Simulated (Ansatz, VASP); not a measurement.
MgBe3 in VASP and in Ansatz

```
CELL_PARAMETERS angstrom
2.10384 1.21466 3.66376
-2.10384 1.21466 3.66376
0.00000 -2.42931 3.66376
ATOMIC_POSITIONS crystal
Mg 0.45228 0.45228 0.45228
Be 0.50000 0.12500 0.12500
Be 0.12500 0.50000 0.12500
Be 0.12500 0.12500 0.50000
```

Alike in both runs: task relaxation of cell and atoms; functional PBE; k mesh 6 × 6 × 6; occupations gaussian, width 0.1 eV; no spin polarisation.

|  | VASP | Ansatz |
| --- | --- | --- |
| version | VASP 6.6.1 | Ansatz 0.2.0 |
| potentials or method | VASP PAW PBE potentials, release 64 (Mg, Be), cutoff 600 eV | scalar-relativistic, plane waves, PAW |
| valence electrons in the cell | 8 | 16 |

VASP gave:

| Quantity | Value |
| --- | --- |
| gap on the k mesh at the Fermi level, each at its own relaxed structure (eV) | none |
| relaxed volume (Å³/atom) | 15.45 |
| relaxed cell length with the largest relative difference (Å) | 4.887 |

Question: Estimate Ansatz's values.

Answer: gap on the k mesh at the Fermi level, each at its own relaxed structure (eV): none; relaxed volume (Å³/atom): 15.43; relaxed cell length with the largest relative difference (Å): 4.883.

A gap of «none» marks a metal or a gap that the smearing closes. VASP's potentials hold 8 valence electrons a cell and Ansatz's 16, so a difference there can come from the potentials and not from the codes.
